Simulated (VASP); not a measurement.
# ZnS (P3m1) in VASP: notebook

The runs below take ZnS through single point, with r2SCAN.

Program: VASP 6.6.1. These are calculated values, not measurements. Logs are shortened: lines on timing, memory, paths and dates and some standing lists are left out, and cuts for length are marked.

**1. The cell of the first run**

The structure is trigonal, space group P3m1 (No. 156). The conventional cell has a = 3.811 Å, b = 3.811 Å, c = 16.968 Å, α = 90.00°, β = 90.00°, γ = 120.00°. Zn (site symmetry 3m) has 3 S at 2.31 Å within 3.1 Å. Within 3.1 Å of Zn (site symmetry 3m) lie 4 S at 2.31 to 2.40 Å. Zn (site symmetry 3m) has 4 S at 2.31 to 2.40 Å within 3.1 Å. Zn (site symmetry 3m) has 4 S at 2.31 to 2.40 Å within 3.1 Å. Within 3.1 Å of S (site symmetry 3m) lie 3 Zn at 2.31 Å. Within 3.1 Å of S (site symmetry 3m) lie 4 Zn at 2.31 to 2.40 Å. Within 3.1 Å of S (site symmetry 3m) lie 4 Zn at 2.31 to 2.40 Å. S (site symmetry 3m) has 4 Zn at 2.31 to 2.40 Å within 3.1 Å.

**2. Single point, r2SCAN (the distance across one plane changed)**

POSCAR

```
ZnS
1.0
   -3.8109987816      0.0000000000      0.0000000000
   -1.9054993908     -3.3004217586      0.0000000000
    0.0000000000      0.0000000000     16.9680000000
Zn S
4 4
Direct
    0.3333333333      0.3333333333      0.6640708982
    0.3333333333      0.3333333333      0.2966734441
    0.6666666667      0.6666666667      0.1129747171
    0.6666666667      0.6666666667      0.4803721711
    0.3333333333      0.3333333333      0.0707240099
    0.3333333333      0.3333333333      0.4381214639
    0.6666666667      0.6666666667      0.2544227369
    0.6666666667      0.6666666667      0.6218201909
```

INCAR.step1

```
SYSTEM = ZnS
ALGO = Normal
EDIFF = 1E-4
ENCUT = 520
GGA = PE
ISMEAR = 0
LASPH = .TRUE.
LCHARG = .FALSE.
LREAL = .FALSE.
LWAVE = .TRUE.
NBANDS = 46
NELM = 100
PREC = Accurate
SIGMA = 0.05
```

INCAR.step2

```
SYSTEM = ZnS
ALGO = Normal
EDIFF = 1E-7
ENCUT = 520
ISIF = 2
ISMEAR = 0
ISTART = 1
LASPH = .TRUE.
LCHARG = .FALSE.
LMIXTAU = .TRUE.
LREAL = .FALSE.
LWAVE = .FALSE.
METAGGA = R2SCAN
NBANDS = 46
NELM = 100
PREC = Accurate
SIGMA = 0.05
```

KPOINTS

```
k-points
0
G
  7 7 2
  0 0 0
```

Potentials or basis: VASP PAW PBE potentials, release 64 (Zn, S).

Command:

```sh
$ cat potpaw_PBE.64/Zn/POTCAR potpaw_PBE.64/S/POTCAR > POTCAR
$ cp INCAR.step1 INCAR
$ mpirun -np 1 vasp_std > vasp.out
$ cp INCAR.step2 INCAR
$ mpirun -np 1 vasp_std > vasp.out
```

OUTCAR:

```text
SYSTEM = ZnS
   EDIFF = 1E-7
   ENCUT = 520
   ISIF = 2
   ISMEAR = 0
   ISTART = 1
   LASPH = .TRUE.
   LREAL = .FALSE.
   METAGGA = R2SCAN
   NELM = 100
   PREC = Accurate

 ion  position               nearest neighbor table
   1  0.333  0.333  0.664-   8 2.31   8 2.31   8 2.31
   2  0.333  0.333  0.297-   7 2.31   7 2.31   7 2.31   6 2.40
   3  0.667  0.667  0.113-   5 2.31   5 2.31   5 2.31   7 2.40
   4  0.667  0.667  0.480-   6 2.31   6 2.31   6 2.31   8 2.40
   5  0.333  0.333  0.071-   3 2.31   3 2.31   3 2.31
   6  0.333  0.333  0.438-   4 2.31   4 2.31   4 2.31   2 2.40
   7  0.667  0.667  0.254-   2 2.31   2 2.31   2 2.31   3 2.40
   8  0.667  0.667  0.622-   1 2.31   1 2.31   1 2.31   4 2.40

  LATTYP: Found a hexagonal cell.
 ALAT       =     3.8109987816
 C/A-ratio  =     4.4523761283

  Lattice vectors:

 A1 = (   1.9054993908,   3.3004217586,   0.0000000000)
 A2 = (  -3.8109987816,   0.0000000000,   0.0000000000)
 A3 = (   0.0000000000,   0.0000000000,  16.9680000000)

Analysis of symmetry for initial positions (statically):
=====================================================================
 Subroutine PRICEL returns:
 Original cell was already a primitive cell.

 Routine SETGRP: Setting up the symmetry group for a
 hexagonal supercell.

 Subroutine GETGRP returns: Found  6 space group operations
 (whereof  6 operations were pure point group operations)
 out of a pool of 24 trial point group operations.

The static configuration has the point symmetry C_3v.

Analysis of symmetry for dynamics (positions and initial velocities):
=====================================================================
 Subroutine PRICEL returns:
 Original cell was already a primitive cell.

 Routine SETGRP: Setting up the symmetry group for a
 hexagonal supercell.

 Subroutine GETGRP returns: Found  6 space group operations
 (whereof  6 operations were pure point group operations)
 out of a pool of 24 trial point group operations.

The dynamic configuration has the point symmetry C_3v.

 Subroutine INISYM returns: Found  6 space group operations
 (whereof  6 operations are pure point group operations),
 and found     1 'primitive' translations

----------------------------------------------------------------------------------------

                                     Primitive cell

  volume of cell :     213.4219

  direct lattice vectors                    reciprocal lattice vectors
    -3.810998782  0.000000000  0.000000000    -0.262398405  0.151495789  0.000000000
    -1.905499391 -3.300421759  0.000000000     0.000000000 -0.302991579  0.000000000
     0.000000000  0.000000000 16.968000000     0.000000000  0.000000000  0.058934465

  length of vectors
     3.810998782  3.810998782 16.968000000     0.302991579  0.302991579  0.058934465

  position of ions in fractional coordinates (direct lattice)
     0.333333333  0.333333333  0.664070898
     0.333333333  0.333333333  0.296673444
     0.666666667  0.666666667  0.112974717
     0.666666667  0.666666667  0.480372171
     0.333333333  0.333333333  0.070724010
     0.333333333  0.333333333  0.438121464
     0.666666667  0.666666667  0.254422737
     0.666666667  0.666666667  0.621820191

  ion indices of the primitive-cell ions
   primitive index   ion index
                 1           1
                 2           2
                 3           3
                 4           4
                 5           5
                 6           6
                 7           7
                 8           8

----------------------------------------------------------------------------------------

 KPOINTS: k-points

Automatic generation of k-mesh.
 Grid dimensions read from file:
 generate k-points for:    7    7    2

 Generating k-lattice:

  Cartesian coordinates                     Fractional coordinates (reciprocal lattice)
    -0.037485486  0.021642256  0.000000000     0.142857143  0.000000000  0.000000000
     0.000000000 -0.043284511  0.000000000     0.000000000  0.142857143  0.000000000
     0.000000000  0.000000000  0.029467232     0.000000000  0.000000000  0.500000000

  Length of vectors
     0.043284511  0.043284511  0.029467232

  Shift w.r.t. Gamma in fractional coordinates (k-lattice)
     0.000000000  0.000000000  0.000000000

 Subroutine IBZKPT returns following result:
 ===========================================

 Found     16 irreducible k-points:

 Following reciprocal coordinates:
            Coordinates               Weight
  0.000000  0.000000  0.000000      1.000000
  0.142857  0.000000  0.000000      6.000000
  0.285714  0.000000  0.000000      6.000000
  0.428571  0.000000  0.000000      6.000000
  0.285714  0.142857  0.000000      6.000000
  0.428571  0.142857  0.000000     12.000000
[... 8 lines left out ...]
 -0.428571  0.142857  0.500000      6.000000
 -0.428571  0.285714  0.500000      6.000000
   k-points           NKPTS =     16   k-points in BZ     NKDIM =     16   number of bands    NBANDS=     46
   number of dos      NEDOS =    301   number of ions     NIONS =      8
   total plane-waves  NPLWV =  98784
   dimension x,y,z NGX =    28 NGY =   28 NGZ =  126
   dimension x,y,z NGXF=    56 NGYF=   56 NGZF=  252
   ions per type =               4   4
   NGX,Y,Z   is equivalent  to a cutoff of  12.21, 12.21, 12.34 a.u.
   NGXF,Y,Z  is equivalent  to a cutoff of  24.43, 24.43, 24.69 a.u.
 SYSTEM =  ZnS
   PREC   = accura    normal or accurate (medium, high low for compatibility)
   ISTART =      1    job   : 0-new  1-cont  2-samecut
   ICHARG =      0    charge: 1-file 2-atom 10-const
   ISPIN  =      1    spin polarized calculation?
   LNONCOLLINEAR =      F non collinear calculations
   LSORBIT =      F    spin-orbit coupling
   LASPH  =      T    aspherical Exc in radial PAW
   ENCUT  =  520.0 eV  38.22 Ry    6.18 a.u.   7.09  7.09 31.55*2*pi/ulx,y,z
   NELM   =    100;   NELMIN=  2; NELMDL=  0     # of ELM steps
   EDIFF  = 0.1E-06   stopping-criterion for ELM
   LREAL  =      F    real-space projection
   EDIFFG = 0.1E-05   stopping-criterion for IOM
   NSW    =      0    number of steps for IOM
   IBRION =     -1    ionic relax: 0-MD 1-quasi-New 2-CG
   NFREE  =      0    steps in history (QN), initial steepest desc. (CG)
   ISIF   =      2    stress and relaxation
   ISYM   =      2    0-nonsym 1-usesym 2-fastsym
   POTIM  = 0.5000    time-step for ionic-motion
   TEBEG  =    0.0;   TEEND  =   0.0 temperature during run
   PSTRESS=    0.0 pullay stress
   NELECT =      72.0000    total number of electrons
   NUPDOWN=      -1.0000    fix difference up-down
   EMIN   =  10.00;   EMAX   =-10.00  energy-range for DOS
   EFERMI =   0.00;   METHOD = LEGACY
   ISMEAR =     0;   SIGMA  =   0.05  broadening in eV -4-tet -1-fermi 0-gaus
   EFERMI_NEDOS =   21; number of points for ismear=-14 and -15
   IALGO  =     38    algorithm
   IMIX   =      4    mixing-type and parameters
     AMIX     =   0.40;   BMIX     =  1.00
     AMIX_MAG =   1.60;   BMIX_MAG =  1.00
  volume/ion in A,a.u.               =      26.68       180.03
  Fermi-wavevector in a.u.,A,eV,Ry     =   1.139653  2.153632 17.671373  1.298809
  Thomas-Fermi vector in A             =   2.276356
   LORBIT       =      0    0 simple, 1 ext, 2 COOP (PROOUT), +10 PAW based schemes
   METAGGA = R2SCAN    functional components
   LHFCALC =     F    Hartree Fock is set to
   AEXX    =    0.0000 exact exchange contribution
   IVDW    =     0    specifies the selected vdW correction
   LEPSILON=     F    determine dielectric tensor
   LRPA    =     F    only Hartree local field effects (RPA)
 non-spin polarized calculation
 Gauss-broadening in eV      SIGMA  =   0.05
  energy-cutoff  :      520.00
  volume of cell :      213.42
 maximum number of plane-waves:      5775
   NGX = 15   NGY = 15   NGZ = 63

 number of electron      71.9999967 magnetization

 Free energy of the ion-electron system (eV)
  ---------------------------------------------------
  ext. energy  EPLUGINS =         0.00000000
  ---------------------------------------------------
  free energy    TOTEN  =       -73.32010343 eV

  energy without entropy =      -73.31367794  energy(sigma->0) =      -73.31689069

 E-fermi :   1.1185     XC(G=0):  -8.2023

 val. band max:        1.1129249465   @ k =   0.1429   0.0000   0.5000
 cond. band min:       1.1199202372   @ k =   0.1429   0.0000   0.5000
 fundamental gap:      0.0069952906
 Fermi energy:         1.1185062739

 k-point     1 :       0.0000    0.0000    0.0000
  band No.  band energies     occupation
      1     -15.2350      2.00000
      2     -13.9704      2.00000
      3     -12.6900      2.00000
      4     -11.2545      2.00000
      5      -8.5271      2.00000
      6      -8.5270      2.00000
[... 38 lines left out ...]
     45       6.4945      0.00000
     46       6.4946      0.00000

 k-point     2 :       0.1429    0.0000    0.0000
  band No.  band energies     occupation
      1     -15.1159      2.00000
      2     -13.8556      2.00000
      3     -12.5751      2.00000
      4     -11.1396      2.00000
      5      -8.5217      2.00000
      6      -8.4902      2.00000
[... 38 lines left out ...]
     45       6.4393      0.00000
     46       6.6733      0.00000

 k-point     3 :       0.2857    0.0000    0.0000
  band No.  band energies     occupation
      1     -14.8260      2.00000
      2     -13.5779      2.00000
      3     -12.2975      2.00000
      4     -10.8628      2.00000
      5      -8.4783      2.00000
      6      -8.4103      2.00000
[... 626 lines left out ...]
     45       7.0656      0.00000
     46       7.2971      0.00000

 k-point    16 :      -0.4286    0.2857    0.5000
  band No.  band energies     occupation
      1     -14.4629      2.00000
      2     -13.2344      2.00000
      3     -11.9537      2.00000
      4     -10.5217      2.00000
      5      -8.3709      2.00000
      6      -8.2202      2.00000
[... 38 lines left out ...]
     45       7.4031      0.00000
     46       7.9529      0.00000

------------------------ aborting loop because EDIFF is reached ----------------------------------------

  FORCE on cell =-STRESS in cart. coord.  units (eV):
  Direction    XX          YY          ZZ          XY          YZ          ZX
  --------------------------------------------------------------------------------------
  -------------------------------------------------------------------------------------
  Total       -0.8388502     -0.8388502      0.9256043     -0.0000000      0.0000000      0.0000000
  in kB       -6.2973244     -6.2973244      6.9485958     -0.0000000      0.0000000      0.0000000
  external PRESSURE =      -1.8820177 kB  Pullay stress =       0.0000000 kB

 VOLUME and BASIS-vectors are now :
 -----------------------------------------------------------------------------
  energy-cutoff  :      520.00
  volume of cell :      213.42
      direct lattice vectors                 reciprocal lattice vectors
    -3.810998782  0.000000000  0.000000000    -0.262398405  0.151495789  0.000000000
    -1.905499391 -3.300421759  0.000000000     0.000000000 -0.302991579  0.000000000
     0.000000000  0.000000000 16.968000000     0.000000000  0.000000000  0.058934465

 POSITION                                       TOTAL-FORCE (eV/Angst)
 -----------------------------------------------------------------------------------
     -1.90550     -1.10014     11.26796        -0.000000      0.000000     -0.577384
     -1.90550     -1.10014      5.03395        -0.000000     -0.000000     -0.512317
     -3.81100     -2.20028      1.91695        -0.000000     -0.000000     -0.367510
     -3.81100     -2.20028      8.15095         0.000000      0.000000     -0.548911
     -1.90550     -1.10014      1.20004        -0.000000     -0.000000      0.006744
     -1.90550     -1.10014      7.43404        -0.000000     -0.000000      0.472294
     -3.81100     -2.20028      4.31704        -0.000000     -0.000000      0.578933
     -3.81100     -2.20028     10.55104        -0.000000     -0.000000      0.948150
 -----------------------------------------------------------------------------------
    total drift:                                0.000004      0.000002      0.001365

  FREE ENERGIE OF THE ION-ELECTRON SYSTEM (eV)
  ---------------------------------------------------
  free  energy   TOTEN  =       -73.3201034338 eV

  energy  without entropy=      -73.3136779401  energy(sigma->0) =      -73.31689069
```

It took 9.5 min on 1 thread of Intel Xeon Platinum 8488C (Sapphire Rapids), shared host; peak memory 0.4 GiB.

Results:

* Free energy: -73.3201 eV
* Pressure: -0.2 GPa
* Largest force: 0.948 eV/Å
* Band gap on the k mesh: zero (bands 36 and 37 overlap by 0.26 eV)

Forces on the atoms (eV/Å):
```
Zn   0.000  0.000 -0.577
Zn   0.000  0.000 -0.512
Zn   0.000  0.000 -0.368
Zn   0.000  0.000 -0.549
S    0.000  0.000  0.007
S    0.000  0.000  0.472
S    0.000  0.000  0.579
S    0.000  0.000  0.948
```

Levels at points of the mesh, in eV from the Fermi level:
| k point | band 33 | band 34 | band 35 | band 36 | band 37 | band 38 | band 39 | band 40 |
| --- | --- | --- | --- | --- | --- | --- | --- | --- |
| (0.00, 0.00, 0.00) | -1.01 | -0.83 | -0.23 | 0.26 | 0.26 | 1.41 | 2.25 | 3.01 |
| (0.00, 0.00, 0.50) | -1.01 | -0.87 | -0.18 | 0.26 | 0.26 | 1.42 | 2.20 | 3.01 |

Caveat: the cell differs from its parent crystal (the distance across one plane changed); semilocal functionals underestimate gaps, and a narrow one can read as zero; the PAW data sets were made with another functional, which shifts forces and pressure a little.

**3. Single point, r2SCAN (the distance across one plane changed)**

POSCAR

```
ZnS
1.0
   -3.8109987816      0.0000000000      0.0000000000
   -1.9054993908     -3.3004217586      0.0000000000
    0.0000000000      0.0000000000     18.4680000000
Zn S
4 4
Direct
    0.3333333333      0.3333333333      0.6101340156
    0.3333333333      0.3333333333      0.2725771605
    0.6666666667      0.6666666667      0.1037987329
    0.6666666667      0.6666666667      0.4413555880
    0.3333333333      0.3333333333      0.0649796946
    0.3333333333      0.3333333333      0.4025365497
    0.6666666667      0.6666666667      0.2337581222
    0.6666666667      0.6666666667      0.5713149773
```

INCAR.step1

```
SYSTEM = ZnS
PREC = Accurate ; ENCUT = 520
ISMEAR = 0 ; SIGMA = 0.05
LREAL = .False. ; LASPH = .True.
NELM = 60 ; NBANDS = 46
GGA = PE ; ALGO = Normal
EDIFF = 1E-4 ; LWAVE = .True.
LCHARG = .False.
```

INCAR.step2

```
SYSTEM = ZnS
PREC = Accurate ; ENCUT = 520
EDIFF = 1E-7 ; ISMEAR = 0
SIGMA = 0.05 ; LREAL = .False.
LASPH = .True. ; NELM = 60
ALGO = Normal ; ISIF = 2
LWAVE = .False. ; LCHARG = .False.
METAGGA = R2SCAN ; LMIXTAU = .True.
NBANDS = 46 ; ISTART = 1
```

KPOINTS

```
regular mesh
0
Gamma
  7 7 2
  0 0 0
```

Potentials or basis: VASP PAW PBE potentials, release 64 (Zn, S).

Command:

```sh
$ cat potpaw_PBE.64/Zn/POTCAR potpaw_PBE.64/S/POTCAR > POTCAR
$ cp INCAR.step1 INCAR
$ mpirun -np 1 vasp_std > vasp.out
$ cp INCAR.step2 INCAR
$ mpirun -np 1 vasp_std > vasp.out
```

OUTCAR:

```text
SYSTEM = ZnS
   PREC = Accurate
   ENCUT = 520
   EDIFF = 1E-7
   ISMEAR = 0
   LREAL = .False.
   LASPH = .True.
   NELM = 60
   ISIF = 2
   METAGGA = R2SCAN
   ISTART = 1

 ion  position               nearest neighbor table
   1  0.333  0.333  0.610-   8 2.31   8 2.31   8 2.31
   2  0.333  0.333  0.273-   7 2.31   7 2.31   7 2.31   6 2.40
   3  0.667  0.667  0.104-   5 2.31   5 2.31   5 2.31   7 2.40
   4  0.667  0.667  0.441-   6 2.31   6 2.31   6 2.31   8 2.40
   5  0.333  0.333  0.065-   3 2.31   3 2.31   3 2.31
   6  0.333  0.333  0.403-   4 2.31   4 2.31   4 2.31   2 2.40
   7  0.667  0.667  0.234-   2 2.31   2 2.31   2 2.31   3 2.40
[... 986 lines left out ...]
  Total       -0.9125654     -0.9125654      1.0765210      0.0000000      0.0000000      0.0000000
  in kB       -6.2942856     -6.2942856      7.4251458      0.0000000      0.0000000      0.0000000
  external PRESSURE =      -1.7211418 kB  Pullay stress =       0.0000000 kB

 VOLUME and BASIS-vectors are now :
 -----------------------------------------------------------------------------
  energy-cutoff  :      520.00
  volume of cell :      232.29
      direct lattice vectors                 reciprocal lattice vectors
    -3.810998782  0.000000000  0.000000000    -0.262398405  0.151495789  0.000000000
    -1.905499391 -3.300421759  0.000000000     0.000000000 -0.302991579  0.000000000
     0.000000000  0.000000000 18.468000000     0.000000000  0.000000000  0.054147715

 POSITION                                       TOTAL-FORCE (eV/Angst)
 -----------------------------------------------------------------------------------
     -1.90550     -1.10014     11.26796         0.000000      0.000000     -0.545945
     -1.90550     -1.10014      5.03396        -0.000000     -0.000000     -0.501069
     -3.81100     -2.20028      1.91695        -0.000000     -0.000000     -0.385320
     -3.81100     -2.20028      8.15095         0.000000     -0.000000     -0.508931
     -1.90550     -1.10014      1.20004         0.000000      0.000000      0.011766
     -1.90550     -1.10014      7.43404         0.000000      0.000000      0.457622
     -3.81100     -2.20028      4.31705         0.000000      0.000000      0.567587
     -3.81100     -2.20028     10.55105         0.000000      0.000000      0.904290
 -----------------------------------------------------------------------------------
    total drift:                                0.000003      0.000001      0.028856

  FREE ENERGIE OF THE ION-ELECTRON SYSTEM (eV)
  ---------------------------------------------------
  free  energy   TOTEN  =       -73.2697530449 eV

  energy  without entropy=      -73.2639336725  energy(sigma->0) =      -73.26684336
```

Run time: 12 min. Hardware: 1 thread of Intel Xeon Platinum 8488C (Sapphire Rapids), shared host; peak memory 0.44 GiB.

Results:

| Item | Value |
| --- | --- |
| Free energy | -73.2698 eV |
| Largest force | 0.904 eV/Å |
| Band gap on the k mesh | zero (bands 36 and 37 overlap by 0.26 eV) |

Forces on the atoms (eV/Å):
```
Zn   0.000  0.000 -0.546
Zn   0.000  0.000 -0.501
Zn   0.000  0.000 -0.385
Zn   0.000  0.000 -0.509
S    0.000  0.000  0.012
S    0.000  0.000  0.458
S    0.000  0.000  0.568
S    0.000  0.000  0.904
```

Caveat: the cell differs from its parent crystal (the distance across one plane changed); there is no dipole correction, which matters where the two faces differ; the PAW data sets were made with another functional, which shifts forces and pressure a little.

The gap in the log of VASP goes by the Fermi energy; the results here count the filled bands.